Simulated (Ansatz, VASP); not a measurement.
Al: VASP beside Ansatz

Contents of INCAR:

```
SYSTEM = Al
  PREC = Accurate
  ENCUT = 500
  EDIFF = 1E-6
  ISMEAR = 0
  SIGMA = 0.1
  LREAL = .FALSE.
  LASPH = .TRUE.
  NELM = 200
  ALGO = Normal
  ISIF = 2
  LWAVE = .FALSE.
  LCHARG = .FALSE.
  ISPIN = 2
  MAGMOM = 0 2
  LORBIT = 11
  NBANDS = 14
  GGA_COMPAT = .FALSE.
```

The input KPOINTS:

```
Automatic mesh
0
G
  6 6 2
  0 0 0
```

POSCAR

```
Al
1.0
    2.7530868757      0.0000000000      0.0000000000
   -1.3765434378      2.3842431732      0.0000000000
    0.0000000000      0.0000000000      4.7641150476
Al
2
Direct
    0.6666666667      0.3333333333      0.7500000000
    0.3333333333      0.6666666667      0.2500000000
```

Input for Ansatz:

```yaml
crystal:
  lattice:
    - [2.7530868757, 0.0, 0.0]
    - [-1.3765434378, 2.3842431732, 0.0]
    - [0.0, 0.0, 4.7641150476]
  atoms:
    - { symbol: Al, position: [0.6666666667, 0.3333333333, 0.75] }
    - { symbol: Al, position: [0.3333333333, 0.6666666667, 0.25], spin: 2.0 }
basis:
  ecutwfc: 420
kpoints:
  mp_grid: { grid: [6, 6, 2] }
hamiltonian:
  xc: lda
scf:
  occupations: { method: gaussian, width: 0.1 }
  lower_state_search: "off"
  max_iter: 300
output:
  forces: true
  stress: true
  eigenvalues: true
  populations: true
magnetization:
  spin_polarized: true
```

Alike in both runs: task single point; functional LDA; k mesh 6 × 6 × 2; occupations gaussian, width 0.1 eV; collinear spin.

|  | VASP | Ansatz |
| --- | --- | --- |
| version | VASP 6.6.1 | Ansatz 0.2.0 |
| potentials or method | VASP PAW LDA potentials, release 64 (Al), cutoff 500 eV | scalar-relativistic, plane waves, PAW |
| valence electrons in the cell | 6 | 6 |

```csv
,VASP,Ansatz,Ansatz less VASP
gap on the k mesh at the Fermi level (eV),none,none,-
pressure (GPa),1.7,1.6,-0.03
"traceless stress, the component that is largest in VASP (GPa)",-7.30,-7.12,+0.183
net moment per atom (μB),0.02,0.05,+0.033
```

LDA's correlation is that of Perdew and Zunger in VASP and of Perdew and Wang (1992) in Ansatz. A gap of «none» marks a metal or a gap that the smearing closes. Ansatz's warnings: seeded moment not kept.

The k mesh is coarse, so the values compare programs but aren't converged.
